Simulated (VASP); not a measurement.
# Sc (P6_3/mmc) in VASP: a series of runs, part 2 of 2

VASP 6.6.1. Earlier steps stand in the parts before.

### 5 Single point, r2SCAN

POSCAR

```
Sc
1.0
    3.3280716152      0.0000000000      0.0000000000
   -1.6640358076      2.8821945644      0.0000000000
    0.0000000000      0.0000000000      5.2121495536
Sc
2
Direct
    0.3333333333      0.6666666667      0.2500000000
    0.6666666667      0.3333333333      0.7500000000
```

INCAR.step1

```
SYSTEM = Sc
ALGO     = Normal         ! electronic algorithm
EDIFF    = 1E-4           ! SCF threshold, eV
ENCUT    = 520            ! plane-wave cutoff, eV
GGA      = PE             ! functional
ISMEAR   = -1             ! smearing method
LASPH    = .TRUE.         ! aspherical terms in the spheres
LCHARG   = .FALSE.        ! write CHGCAR
LREAL    = .FALSE.        ! projectors in reciprocal space
LWAVE    = .TRUE.         ! write WAVECAR
NBANDS   = 18             ! bands
NELM     = 100            ! most SCF steps
PREC     = Accurate       ! precision mode
SIGMA    = 0.1            ! smearing width, eV
```

INCAR.step2

```
SYSTEM = Sc
ALGO     = Normal         ! electronic algorithm
EDIFF    = 1E-6           ! SCF threshold, eV
ENCUT    = 520            ! plane-wave cutoff, eV
ISIF     = 2              ! what is computed and relaxed
ISMEAR   = -1             ! smearing method
ISTART   = 1            
LASPH    = .TRUE.         ! aspherical terms in the spheres
LCHARG   = .FALSE.        ! write CHGCAR
LMIXTAU  = .TRUE.       
LREAL    = .FALSE.        ! projectors in reciprocal space
LWAVE    = .FALSE.        ! write WAVECAR
METAGGA  = R2SCAN         ! meta-GGA
NBANDS   = 18             ! bands
NELM     = 100            ! most SCF steps
PREC     = Accurate       ! precision mode
SIGMA    = 0.1            ! smearing width, eV
```

KPOINTS

```
k-points
0
G
  11 11 6
  0 0 0
```

Potentials or basis: VASP PAW PBE potentials, release 64 (Sc_sv).

On the command line:

```console
> cat potpaw_PBE.64/Sc_sv/POTCAR > POTCAR
> cp INCAR.step1 INCAR
> mpirun -np 1 vasp_std > vasp.out
> cp INCAR.step2 INCAR
> mpirun -np 1 vasp_std > vasp.out
```

OUTCAR:

```text
SYSTEM = Sc
   EDIFF = 1E-6
   ENCUT = 520
   ISIF = 2
   ISMEAR = -1
   ISTART = 1
   LASPH = .TRUE.
   LREAL = .FALSE.
   METAGGA = R2SCAN
   NELM = 100
   PREC = Accurate

 ion  position               nearest neighbor table
   1  0.333  0.667  0.250-   2 3.24   2 3.24   2 3.24   2 3.24   2 3.24   2 3.24
   2  0.667  0.333  0.750-   1 3.24   1 3.24   1 3.24   1 3.24   1 3.24   1 3.24

  LATTYP: Found a hexagonal cell.
 ALAT       =     3.3280716152
 C/A-ratio  =     1.5661170060

  Lattice vectors:

 A1 = (   3.3280716152,   0.0000000000,   0.0000000000)
 A2 = (  -1.6640358076,   2.8821945644,   0.0000000000)
 A3 = (   0.0000000000,   0.0000000000,   5.2121495536)

Analysis of symmetry for initial positions (statically):
=====================================================================
 Subroutine PRICEL returns:
 Original cell was already a primitive cell.

 Routine SETGRP: Setting up the symmetry group for a
 hexagonal supercell.

 Subroutine GETGRP returns: Found 24 space group operations
 (whereof 12 operations were pure point group operations)
[... 158 lines left out ...]
 Free energy of the ion-electron system (eV)
  ---------------------------------------------------
  ext. energy  EPLUGINS =         0.00000000
  ---------------------------------------------------
  free energy    TOTEN  =       -22.77458436 eV

  energy without entropy =      -22.65442655  energy(sigma->0) =      -22.71450545

 E-fermi :   3.6384     XC(G=0): -10.5442

 val. band max:        3.6290514376   @ k =   0.2727   0.0909   0.3333
 cond. band min:       3.6389749832   @ k =   0.2727   0.2727   0.3333
 fundamental gap:      0.0099235456
 Fermi energy:         3.6384442376

 k-point     1 :       0.0000    0.0000    0.0000
  band No.  band energies     occupation
      1     -47.9151      2.00000
      2     -47.8466      2.00000
      3     -25.7726      2.00000
      4     -25.4217      2.00000
      5     -25.4217      2.00000
      6     -25.3584      2.00000
[... 481 lines left out ...]
      5     -25.5075      2.00000
      6     -25.4538      2.00000
[... 10 lines left out ...]
     17       6.5325      0.00000
     18       6.7810      0.00000

 [... further k-points ...]
[... 5 lines left out ...]
  --------------------------------------------------------------------------------------
  -------------------------------------------------------------------------------------
  Total        0.0579808      0.0579808      0.0599658     -0.0000000      0.0000000      0.0000000
  in kB        1.8580704      1.8580704      1.9216815     -0.0000000      0.0000000      0.0000000
  external PRESSURE =       1.8792741 kB  Pullay stress =       0.0000000 kB

 VOLUME and BASIS-vectors are now :
 -----------------------------------------------------------------------------
  energy-cutoff  :      520.00
  volume of cell :       50.00
      direct lattice vectors                 reciprocal lattice vectors
     3.328071615  0.000000000  0.000000000     0.300474303  0.173478920  0.000000000
    -1.664035808  2.882194564  0.000000000     0.000000000  0.346957840  0.000000000
     0.000000000  0.000000000  5.212149554     0.000000000  0.000000000  0.191859422

 POSITION                                       TOTAL-FORCE (eV/Angst)
 -----------------------------------------------------------------------------------
     -0.00000      1.92146      1.30304         0.000000     -0.000000      0.000000
      1.66404      0.96073      3.90911        -0.000000      0.000000      0.000000
 -----------------------------------------------------------------------------------
    total drift:                               -0.000000      0.000000     -0.000000

  FREE ENERGIE OF THE ION-ELECTRON SYSTEM (eV)
  ---------------------------------------------------
  free  energy   TOTEN  =       -22.7745843619 eV

  energy  without entropy=      -22.6544265468  energy(sigma->0) =      -22.71450545
```

OUTCAR.step1:

```text
SYSTEM = Sc
   EDIFF = 1E-4
   ENCUT = 520
   GGA = PE
   ISMEAR = -1
   LASPH = .TRUE.
   LREAL = .FALSE.
[... 727 lines left out ...]
     -0.00000      1.92146      1.30304        -0.000000      0.000000      0.000000
      1.66404      0.96073      3.90911         0.000000      0.000000      0.000000
 -----------------------------------------------------------------------------------
    total drift:                               -0.000000      0.000000     -0.000000

  FREE ENERGIE OF THE ION-ELECTRON SYSTEM (eV)
  ---------------------------------------------------
  free  energy   TOTEN  =       -12.5629592195 eV

  energy  without entropy=      -12.4357897561  energy(sigma->0) =      -12.49937449
```

Run time: 89 s. Hardware: 1 thread of Intel Xeon 6975P-C (Granite Rapids), shared host; peak memory 0.2 GiB.

Results:

* Free energy: -22.7746 eV
* Pressure: 0.2 GPa
* Band gap on the k mesh: zero (bands 11 and 12 overlap by 1.52 eV)

Levels at points of the mesh, in eV from the Fermi level:
```tsv
k point	band 9	band 10	band 11	band 12	band 13	band 14
(0.00, 0.00, 0.00)	-5.48	-1.69	0.39	1.80	1.80	2.03
(0.00, 0.00, 0.50)	-3.88	-3.88	1.07	1.07	1.72	1.72
```

Caveat: the PAW data sets were made with another functional, which shifts forces and pressure a little.

### 6 Single point, r2SCAN

POSCAR is that of step 5.

INCAR.step1

```
SYSTEM = Sc
PREC = Accurate ; ENCUT = 520
ISMEAR = -1 ; SIGMA = 0.01
LREAL = .False. ; LASPH = .True.
NELM = 60 ; NBANDS = 18
GGA = PE ; ALGO = Normal
EDIFF = 1E-4 ; LWAVE = .True.
LCHARG = .False.
```

INCAR.step2

```
SYSTEM = Sc
PREC = Accurate ; ENCUT = 520
EDIFF = 1E-7 ; ISMEAR = -1
SIGMA = 0.01 ; LREAL = .False.
LASPH = .True. ; NELM = 60
ALGO = Normal ; ISIF = 2
LWAVE = .False. ; LCHARG = .True.
METAGGA = R2SCAN ; LMIXTAU = .True.
LELF = .True. ; LVHAR = .True.
NBANDS = 18 ; ISTART = 1
```

KPOINTS

```
Automatic mesh
0
Gamma
  11 11 6
  0 0 0
```

Potentials or basis: VASP PAW PBE potentials, release 64 (Sc_sv).

On the command line:

```console
> cat potpaw_PBE.64/Sc_sv/POTCAR > POTCAR
> cp INCAR.step1 INCAR
> mpirun -np 1 vasp_std > vasp.out
> cp INCAR.step2 INCAR
> mpirun -np 1 vasp_std > vasp.out
```

Run time: 1.7 min. Hardware: 1 thread of Intel Xeon 6975P-C (Granite Rapids), shared host; peak memory 0.2 GiB.

Results (log left out):

```yaml
Free_energy: -22.7119 eV
Pressure: -0.1 GPa
Band_gap_on_the_k_mesh: zero (bands 11 and 12 overlap by 1.52 eV)
```

Stress tensor (GPa, compression positive):
```
 0.07  0.00  0.00
 0.00  0.07  0.00
 0.00  0.00 -0.35
```

Levels at points of the mesh, in eV from the Fermi level:
| k point | band 7 | band 8 | band 9 | band 10 | band 11 | band 12 | band 13 | band 14 | band 15 | band 16 |
| --- | --- | --- | --- | --- | --- | --- | --- | --- | --- | --- |
| (0.00, 0.00, 0.00) | -29.01 | -28.99 | -5.49 | -1.69 | 0.38 | 1.79 | 1.79 | 2.03 | 2.25 | 2.25 |
| (0.00, 0.00, 0.50) | -29.04 | -29.04 | -3.88 | -3.88 | 1.07 | 1.07 | 1.71 | 1.71 | 1.71 | 1.71 |

Caveat: the PAW data sets were made with another functional, which shifts forces and pressure a little.

### 7 Summary

| k mesh | smearing | gap on the mesh (eV) | pressure (GPa) |
| --- | --- | --- | --- |
| 7 × 7 × 4 | fermi-dirac 0.1 eV | none | 0.1 |
| 9 × 9 × 5 | fermi-dirac 0.1 eV | none | 0.2 |
| 11 × 11 × 6 | fermi-dirac 0.1 eV | none | 0.2 |
| 11 × 11 × 6 | fermi-dirac 0.01 eV | none | -0.1 |

Alike in all rows: task single point; level r2SCAN; potentials or basis VASP PAW PBE potentials, release 64 (Sc_sv); no spin polarisation; cell as given; cutoff (eV) 520.

Caveats: the PAW data sets were made with another functional, which shifts forces and pressure a little.

Total energies depend on the potentials used, so only differences within one code and one set of settings carry meaning.
